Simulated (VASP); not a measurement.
Crystal: Cu.

```
Cu
1.0
     1.20200   -3.92264    0.00000
     1.20200    3.92264    0.00000
     0.00000    0.00000    2.44204
Cu
2
Direct
  0.86613 0.13387 0.75000
  0.13387 0.86613 0.25000
```

Base run:

| Property | Result |
| --- | --- |
| Program | VASP 6.6.1 |
| Functional | r2SCAN |
| Potentials or basis | VASP PAW PBE potentials, release 64 (Cu) |
| Cutoff | 520 eV |
| k mesh | 11 × 11 × 11 |
| Occupations | fermi-dirac, width 0.05 eV |
| Spin | no spin polarisation |

Its results: band gap on the k mesh zero (bands 11 and 12 overlap by 5.90 eV); pressure 7.4 GPa; largest force 0.080 eV/Å.

Question: The run is repeated on the same cell with these changes: functional from r2SCAN to PBEsol. What comes out?

Answer: Band gap on the k mesh zero (bands 11 and 12 overlap by 5.52 eV); pressure 5.7 GPa; largest force 0.055 eV/Å.

Caveats: the cell stands under pressure; the PAW data sets were made with another functional, which shifts forces and pressure a little.
